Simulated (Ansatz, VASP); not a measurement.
BN: VASP beside Ansatz

The input INCAR:

```
  PREC = Accurate
  ENCUT = 600
  EDIFF = 1E-6
  ISMEAR = -1
  SIGMA = 0.01
  LREAL = False
  LASPH = True
  NELM = 120
  ALGO = Normal
  ISIF = 2
  LWAVE = False
  LCHARG = False
  GGA = PE
  NBANDS = 16
  GGA_COMPAT = False
```

File KPOINTS:

```
regular mesh
0
Gamma
  13 13 5
```

POSCAR

```
BN
1.0
    2.4883437615      0.0000000000      0.0000000000
   -1.2441718807      2.1549689108      0.0000000000
    0.0000000000      0.0000000000      6.4954828762
B N
2 2
Direct
    0.3335953975      0.6664046020      0.2500000001
    0.6664046020      0.3335953975      0.7500000004
    0.3342158661      0.6657841335      0.7500000004
    0.6657841335      0.3342158661      0.2500000001
```

Input for Ansatz:

```yaml
crystal:
  lattice:
    - [2.4883437615, 0.0, 0.0]
    - [-1.2441718807, 2.1549689108, 0.0]
    - [0.0, 0.0, 6.4954828762]
  atoms:
    - { symbol: B, position: [0.3335953975, 0.666404602, 0.2500000001] }
    - { symbol: B, position: [0.666404602, 0.3335953975, 0.7500000004] }
    - { symbol: "N", position: [0.3342158661, 0.6657841335, 0.7500000004] }
    - { symbol: "N", position: [0.6657841335, 0.3342158661, 0.2500000001] }
basis:
  ecutwfc: 420.0
  ecutrho_ratio: 4
  xc_grid: 2
  fft_grid_basis: typed
  precision: f64
hamiltonian:
  pseudopotentials: { kind: paw, azcp: { folder: soft_1 } }
scf:
  max_iter: 80
  self_checks: high
  occupations: { method: fermi_dirac, width: 0.01 }
kpoints:
  mp_grid: { grid: [13, 13, 5] }
  band_path: { path: [VBM, CBM], npoints: 1 }
checkpoint:
  write: "../edges.point.run"
  compress: false
  write_wavefunctions: true
  write_every: 100000
```

Alike in both runs: task single point; functional PBE; k mesh 13 × 13 × 5; occupations fermi-dirac, width 0.01 eV; no spin polarisation.

|  | VASP | Ansatz |
| --- | --- | --- |
| version | VASP 6.6.1 | Ansatz 0.2.0 |
| potentials or method | VASP PAW PBE potentials, release 64 (B, N), cutoff 600 eV | plane-wave PAW DFT |
| valence electrons in the cell | 16 | 16 |

|  | VASP | Ansatz | Ansatz less VASP |
| --- | --- | --- | --- |
| gap on the k mesh at the Fermi level (eV) | 4.27 | 4.27 | +0.003 |
